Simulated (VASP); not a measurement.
Input of a VASP 6.6.1 run:

File INCAR:

```
ALGO = Normal
EDIFF = 1E-7
EDIFFG = -0.05
ENCUT = 600
GGA = PE
IBRION = 2
ISIF = 3
ISMEAR = 0
IVDW = 12
LASPH = True
LCHARG = False
LREAL = False
LWAVE = False
NELM = 100
NSW = 100
PREC = Accurate
SIGMA = 0.1
```

Contents of KPOINTS:

```
k-points
0
Gamma
  6 6 4
```

Contents of POSCAR:

```
SnSe2
1.0
    3.8110000000      0.0000000000      0.0000000000
   -1.9055000000      3.3004228138      0.0000000000
    0.0000000000      0.0000000000      6.1360000000
Sn Se
1 2
Direct
    0.0000000000      0.0000000000      0.0000000000
    0.3333333333      0.6666666667      0.2490000000
    0.6666666667      0.3333333333      0.7510000000
```

Potentials or basis: VASP PAW PBE potentials, release 64 (Sn_d, Se).

The run is started by

```bash
$ cat potpaw_PBE.64/Sn_d/POTCAR potpaw_PBE.64/Se/POTCAR > POTCAR
$ mpirun -np 1 vasp_std > vasp.out
```

Question: What does it give for the band gap on the k mesh?

Answer: 0.64 eV, indirect (least direct gap 0.82 eV).

Question: What does it give for the dispersion energy per atom?

Answer: -0.363 eV.

Final structure:
```
Sn Se
1.0
     3.83992    0.00000    0.00000
    -1.91996    3.32547    0.00000
     0.00000    0.00000    6.02087
Sn Se
1 2
Cartesian
  0.0000 0.0000 0.0000
  0.0000 2.2170 1.5972
  1.9200 1.1085 4.4236
```

Caveat: spin-orbit coupling is left out, which moves the levels of the heavy elements. A k mesh can miss the band edges.
